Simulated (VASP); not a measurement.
# Ge (P6_3/mmc) in VASP: single point with PBE

Aim: the single point of Ge with PBE.

Everything below comes from runs of VASP 6.6.1. Logs are shortened: lines on timing, memory, paths and dates and some standing lists are left out, and cuts for length are marked.

### 1 The cell of the first run

The structure is hexagonal, space group P6_3/mmc (No. 194). Conventional cell: a = 4.068 Å, b = 4.068 Å, c = 19.989 Å, α = 90.00°, β = 90.00°, γ = 120.00°. Ge (site symmetry 3m) has 4 Ge at 2.49 to 2.51 Å within 3.3 Å. Ge (site symmetry 3m) has 4 Ge at 2.49 Å within 3.3 Å. Ge (site symmetry 3m) has 4 Ge at 2.49 Å within 3.3 Å.

### 2 Single point, PBE

File INCAR:

```
SYSTEM = Ge
  PREC = Accurate
  ENCUT = 520
  EDIFF = 1E-7
  ISMEAR = 0
  SIGMA = 0.1
  LREAL = .FALSE.
  LASPH = .TRUE.
  NELM = 100
  ALGO = Normal
  ISIF = 2
  LWAVE = .FALSE.
  LCHARG = .TRUE.
  GGA = PE
  LELF = .TRUE.
  LVHAR = .TRUE.
  NBANDS = 96
```

File KPOINTS:

```
regular mesh
0
G
  12 12 3
  0 0 0
```

File POSCAR:

```
Ge
1.0
    4.0681319426      0.0000000000      0.0000000000
   -2.0340659713      3.5231056082      0.0000000000
    0.0000000000      0.0000000000     19.9885132584
Ge
12
Direct
    0.0000000000      0.0000000000     -0.0003996086
    0.0000000000      0.0000000000      0.1253996086
    0.3333333333      0.6666666667      0.1671492723
    0.3333333333      0.6666666667      0.2917290599
    0.6666666667      0.3333333333      0.3332709401
    0.6666666667      0.3333333333      0.4578507277
    0.0000000000      0.0000000000      0.4996003914
    0.0000000000      0.0000000000      0.6253996086
    0.6666666667      0.3333333333      0.6671492723
    0.6666666667      0.3333333333      0.7917290599
    0.3333333333      0.6666666667      0.8332709401
    0.3333333333      0.6666666667      0.9578507277
```

Potentials or basis: VASP PAW PBE potentials, release 64 (Ge_d).

Launch:

```bash
$ cat potpaw_PBE.64/Ge_d/POTCAR > POTCAR
$ mpirun -np 1 vasp_std > vasp.out
```

OUTCAR:

```text
SYSTEM = Ge
   PREC = Accurate
   ENCUT = 520
   EDIFF = 1E-7
   ISMEAR = 0
   LREAL = .FALSE.
   LASPH = .TRUE.
   NELM = 100
   ISIF = 2
   GGA = PE

 ion  position               nearest neighbor table
   1  0.000  0.000  1.000-  12 2.49  12 2.49  12 2.49   2 2.51
   2  0.000  0.000  0.125-   3 2.49   3 2.49   3 2.49   1 2.51
   3  0.333  0.667  0.167-   4 2.49   2 2.49   2 2.49   2 2.49
   4  0.333  0.667  0.292-   3 2.49   5 2.49   5 2.49   5 2.49
   5  0.667  0.333  0.333-   6 2.49   4 2.49   4 2.49   4 2.49
   6  0.667  0.333  0.458-   5 2.49   7 2.49   7 2.49   7 2.49
   7  0.000  0.000  0.500-   6 2.49   6 2.49   6 2.49   8 2.51
   8  0.000  0.000  0.625-   9 2.49   9 2.49   9 2.49   7 2.51
   9  0.667  0.333  0.667-  10 2.49   8 2.49   8 2.49   8 2.49
  10  0.667  0.333  0.792-   9 2.49  11 2.49  11 2.49  11 2.49
  11  0.333  0.667  0.833-  12 2.49  10 2.49  10 2.49  10 2.49
  12  0.333  0.667  0.958-  11 2.49   1 2.49   1 2.49   1 2.49

  LATTYP: Found a hexagonal cell.
 ALAT       =     4.0681319426
 C/A-ratio  =     4.9134377991

  Lattice vectors:

 A1 = (   4.0681319426,   0.0000000000,   0.0000000000)
 A2 = (  -2.0340659713,   3.5231056082,   0.0000000000)
 A3 = (   0.0000000000,   0.0000000000,  19.9885132584)

Analysis of symmetry for initial positions (statically):
=====================================================================
 Subroutine PRICEL returns:
 Original cell was already a primitive cell.

 Routine SETGRP: Setting up the symmetry group for a
 hexagonal supercell.

 Subroutine GETGRP returns: Found 24 space group operations
 (whereof  6 operations were pure point group operations)
 out of a pool of 24 trial point group operations.

The static configuration has the point symmetry C_3v.
 The point group associated with its full space group is D_6h.

Analysis of symmetry for dynamics (positions and initial velocities):
=====================================================================
 Subroutine PRICEL returns:
 Original cell was already a primitive cell.

 Routine SETGRP: Setting up the symmetry group for a
 hexagonal supercell.

 Subroutine GETGRP returns: Found 24 space group operations
 (whereof  6 operations were pure point group operations)
 out of a pool of 24 trial point group operations.

The dynamic configuration has the point symmetry C_3v.
 The point group associated with its full space group is D_6h.

 Subroutine INISYM returns: Found 24 space group operations
 (whereof  6 operations are pure point group operations),
 and found     1 'primitive' translations

----------------------------------------------------------------------------------------

                                     Primitive cell

  volume of cell :     286.4845

  direct lattice vectors                    reciprocal lattice vectors
     4.068131943  0.000000000  0.000000000     0.245813070  0.141920242  0.000000000
    -2.034065971  3.523105608  0.000000000     0.000000000  0.283840484  0.000000000
     0.000000000  0.000000000 19.988513258     0.000000000  0.000000000  0.050028733

  length of vectors
     4.068131943  4.068131943 19.988513258     0.283840484  0.283840484  0.050028733

  position of ions in fractional coordinates (direct lattice)
     0.000000000  0.000000000  0.999600391
     0.000000000  0.000000000  0.125399609
     0.333333333  0.666666667  0.167149272
     0.333333333  0.666666667  0.291729060
     0.666666667  0.333333333  0.333270940
     0.666666667  0.333333333  0.457850728
     0.000000000  0.000000000  0.499600391
     0.000000000  0.000000000  0.625399609
     0.666666667  0.333333333  0.667149272
     0.666666667  0.333333333  0.791729060
     0.333333333  0.666666667  0.833270940
     0.333333333  0.666666667  0.957850728

  ion indices of the primitive-cell ions
   primitive index   ion index
                 1           1
                 2           2
                 3           3
                 4           4
                 5           5
                 6           6
                 7           7
                 8           8
                 9           9
                10          10
                11          11
                12          12

----------------------------------------------------------------------------------------

 KPOINTS: regular mesh

Automatic generation of k-mesh.
 Grid dimensions read from file:
 generate k-points for:   12   12    3

 Generating k-lattice:

  Cartesian coordinates                     Fractional coordinates (reciprocal lattice)
     0.020484422  0.011826687  0.000000000     0.083333333  0.000000000  0.000000000
     0.000000000  0.023653374  0.000000000     0.000000000  0.083333333  0.000000000
     0.000000000  0.000000000  0.016676244     0.000000000  0.000000000  0.333333333

  Length of vectors
     0.023653374  0.023653374  0.016676244

  Shift w.r.t. Gamma in fractional coordinates (k-lattice)
     0.000000000  0.000000000  0.000000000

 Subroutine IBZKPT returns following result:
 ===========================================

 Found     38 irreducible k-points:

 Following reciprocal coordinates:
            Coordinates               Weight
  0.000000  0.000000  0.000000      1.000000
  0.083333 -0.000000  0.000000      6.000000
  0.166667  0.000000  0.000000      6.000000
  0.250000  0.000000  0.000000      6.000000
  0.333333  0.000000  0.000000      6.000000
  0.416667  0.000000  0.000000      6.000000
[... 16 lines left out ...]
  0.250000  0.000000  0.333333     12.000000
  0.333333  0.000000  0.333333     12.000000
 [... further k-points ...]
   k-points           NKPTS =     38   k-points in BZ     NKDIM =     38   number of bands    NBANDS=     96
   number of dos      NEDOS =    301   number of ions     NIONS =     12
   total plane-waves  NPLWV = 135000
   dimension x,y,z NGX =    30 NGY =   30 NGZ =  150
   dimension x,y,z NGXF=    60 NGYF=   60 NGZF=  300
   ions per type =              12
   NGX,Y,Z   is equivalent  to a cutoff of  12.26, 12.26, 12.48 a.u.
   NGXF,Y,Z  is equivalent  to a cutoff of  24.52, 24.52, 24.95 a.u.
 SYSTEM =  Ge
   PREC   = accura    normal or accurate (medium, high low for compatibility)
   ISTART =      0    job   : 0-new  1-cont  2-samecut
   ICHARG =      2    charge: 1-file 2-atom 10-const
   ISPIN  =      1    spin polarized calculation?
   LNONCOLLINEAR =      F non collinear calculations
   LSORBIT =      F    spin-orbit coupling
   LASPH  =      T    aspherical Exc in radial PAW
   ENCUT  =  520.0 eV  38.22 Ry    6.18 a.u.   7.56  7.56 37.17*2*pi/ulx,y,z
   NELM   =    100;   NELMIN=  2; NELMDL= -5     # of ELM steps
   EDIFF  = 0.1E-06   stopping-criterion for ELM
   LREAL  =      F    real-space projection
   EDIFFG = 0.1E-05   stopping-criterion for IOM
   NSW    =      0    number of steps for IOM
   IBRION =     -1    ionic relax: 0-MD 1-quasi-New 2-CG
   NFREE  =      0    steps in history (QN), initial steepest desc. (CG)
   ISIF   =      2    stress and relaxation
   ISYM   =      2    0-nonsym 1-usesym 2-fastsym
   POTIM  = 0.5000    time-step for ionic-motion
   TEBEG  =    0.0;   TEEND  =   0.0 temperature during run
   PSTRESS=    0.0 pullay stress
   NELECT =     168.0000    total number of electrons
   NUPDOWN=      -1.0000    fix difference up-down
   EMIN   =  10.00;   EMAX   =-10.00  energy-range for DOS
   EFERMI =   0.00;   METHOD = LEGACY
   ISMEAR =     0;   SIGMA  =   0.10  broadening in eV -4-tet -1-fermi 0-gaus
   EFERMI_NEDOS =   21; number of points for ismear=-14 and -15
   IALGO  =     38    algorithm
   IMIX   =      4    mixing-type and parameters
     AMIX     =   0.40;   BMIX     =  1.00
     AMIX_MAG =   1.60;   BMIX_MAG =  1.00
  volume/ion in A,a.u.               =      23.87       161.11
  Fermi-wavevector in a.u.,A,eV,Ry     =   1.370285  2.589463 25.547396  1.877681
  Thomas-Fermi vector in A             =   2.496085
   LORBIT       =      0    0 simple, 1 ext, 2 COOP (PROOUT), +10 PAW based schemes
   GGA     = PE    functional components
   LHFCALC =     F    Hartree Fock is set to
   AEXX    =    0.0000 exact exchange contribution
   IVDW    =     0    specifies the selected vdW correction
   LEPSILON=     F    determine dielectric tensor
   LRPA    =     F    only Hartree local field effects (RPA)
 non-spin polarized calculation
 Gauss-broadening in eV      SIGMA  =   0.10
  energy-cutoff  :      520.00
  volume of cell :      286.48
 maximum number of plane-waves:      7758
   NGX = 15   NGY = 15   NGZ = 75

 number of electron     167.9999886 magnetization

 Free energy of the ion-electron system (eV)
  ---------------------------------------------------
  ext. energy  EPLUGINS =         0.00000000
  ---------------------------------------------------
  free energy    TOTEN  =       -54.15548472 eV

  energy without entropy =      -54.15364695  energy(sigma->0) =      -54.15456583

 E-fermi :   4.4999     XC(G=0):  -9.6744

 val. band max:        4.4729802858   @ k =   0.0000   0.0000   0.3333
 cond. band min:       4.5350988127   @ k =   0.0000   0.0000   0.0000
 fundamental gap:      0.0621185268
 Fermi energy:         4.4998775554

 k-point     1 :       0.0000    0.0000    0.0000
  band No.  band energies     occupation
      1     -20.2917      2.00000
      2     -20.2917      2.00000
      3     -20.2909      2.00000
      4     -20.2909      2.00000
      5     -20.2792      2.00000
      6     -20.2792      2.00000
[... 88 lines left out ...]
     95       7.4501      0.00000
     96       7.6778      0.00000

 k-point     2 :       0.0833   -0.0000    0.0000
  band No.  band energies     occupation
      1     -20.2960      2.00000
      2     -20.2944      2.00000
      3     -20.2934      2.00000
      4     -20.2925      2.00000
      5     -20.2824      2.00000
      6     -20.2802      2.00000
[... 2167 lines left out ...]
     95       8.1361      0.00000
     96       8.4022      0.00000

 k-point    24 :       0.3333    0.0000    0.3333
  band No.  band energies     occupation
      1     -20.3102      2.00000
      2     -20.3077      2.00000
      3     -20.3016      2.00000
      4     -20.3014      2.00000
      5     -20.2935      2.00000
      6     -20.2897      2.00000
[... 88 lines left out ...]
     95       8.2990      0.00000
     96       8.6702      0.00000

 [... further k-points ...]
[... 5 lines left out ...]
  --------------------------------------------------------------------------------------
  -------------------------------------------------------------------------------------
  Total       -0.0887998     -0.0887998     -0.1185680      0.0000000      0.0000000      0.0000000
  in kB       -0.4966169     -0.4966169     -0.6630969      0.0000000      0.0000000      0.0000000
  external PRESSURE =      -0.5521102 kB  Pullay stress =       0.0000000 kB

 VOLUME and BASIS-vectors are now :
 -----------------------------------------------------------------------------
  energy-cutoff  :      520.00
  volume of cell :      286.48
      direct lattice vectors                 reciprocal lattice vectors
     4.068131943  0.000000000  0.000000000     0.245813070  0.141920242  0.000000000
    -2.034065971  3.523105608  0.000000000     0.000000000  0.283840484  0.000000000
     0.000000000  0.000000000 19.988513258     0.000000000  0.000000000  0.050028733

 POSITION                                       TOTAL-FORCE (eV/Angst)
 -----------------------------------------------------------------------------------
      0.00000      0.00000     19.98053         0.000000     -0.000000      0.005091
      0.00000      0.00000      2.50655         0.000000     -0.000000     -0.005091
     -0.00000      2.34874      3.34107         0.000000     -0.000000      0.003122
     -0.00000      2.34874      5.83123        -0.000000      0.000000     -0.006138
      2.03407      1.17437      6.66159         0.000000      0.000000      0.006138
      2.03407      1.17437      9.15176        -0.000000     -0.000000     -0.003122
      0.00000      0.00000      9.98627         0.000000      0.000000      0.005091
      0.00000      0.00000     12.50081         0.000000      0.000000     -0.005091
      2.03407      1.17437     13.33532        -0.000000      0.000000      0.003122
      2.03407      1.17437     15.82549         0.000000     -0.000000     -0.006138
     -0.00000      2.34874     16.65585        -0.000000      0.000000      0.006138
     -0.00000      2.34874     19.14601         0.000000     -0.000000     -0.003122
 -----------------------------------------------------------------------------------
    total drift:                                0.000000      0.000000      0.000741

  FREE ENERGIE OF THE ION-ELECTRON SYSTEM (eV)
  ---------------------------------------------------
  free  energy   TOTEN  =       -54.1554847243 eV

  energy  without entropy=      -54.1536469451  energy(sigma->0) =      -54.15456583
```

Run time: 15 min. Hardware: 1 thread of Intel Xeon 6975P-C (Granite Rapids), shared host; peak memory 0.81 GiB.

What came out:

```
Free energy   : -54.1555 eV
Pressure      : -0.1 GPa
Largest force : 0.006 eV/Å
```

Forces in eV/Å, atoms in the order of the input:
```
Ge   0.000  0.000  0.005
Ge   0.000  0.000 -0.005
Ge   0.000  0.000  0.003
Ge   0.000  0.000 -0.006
Ge   0.000  0.000  0.006
Ge   0.000  0.000 -0.003
Ge   0.000  0.000  0.005
Ge   0.000  0.000 -0.005
Ge   0.000  0.000  0.003
Ge   0.000  0.000 -0.006
Ge   0.000  0.000  0.006
Ge   0.000  0.000 -0.003
```
